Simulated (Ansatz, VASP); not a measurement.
# Two plane-wave programs on Hf2NO

```
Hf N O
1.0
     3.22448    0.00000    0.00000
     0.00000    3.22448    0.00000
     0.00000    0.00000    4.55504
Hf N O
2 1 1
Direct
  0.00000 0.00000 0.50000
  0.50000 0.50000 0.00000
  0.00000 0.00000 0.00000
  0.50000 0.50000 0.50000
```

Change from the starting cell: species swapped into the CaEuS2 type (P4/mmm, No. 123).

Alike in both runs: functional PBE; k mesh 14 × 14 × 10; occupations gaussian, width 0.1 eV; no spin polarisation.

Ansatz relaxed the structure, and its values are those at the end. VASP's run is a single point on that final structure, the one shown.

|  | VASP | Ansatz |
| --- | --- | --- |
| version | VASP 6.6.1 | Ansatz 0.2.0 |
| potentials or method | VASP PAW PBE potentials, release 64 (Hf_pv, N, O), cutoff 520 eV | scalar-relativistic, plane waves, PAW |
| valence electrons in the cell | 31 | 63 |

|  | VASP | Ansatz | Ansatz less VASP |
| --- | --- | --- | --- |
| gap on the k mesh at the Fermi level (eV) | none | none | - |
| pressure (GPa) | -2.8 | 0.0 | +2.79 |

A gap of «none» marks a metal or a gap that the smearing closes. VASP's potentials hold 31 valence electrons a cell and Ansatz's 63, so a difference there can come from the potentials and not from the codes.

Neither program's run includes spin-orbit coupling.
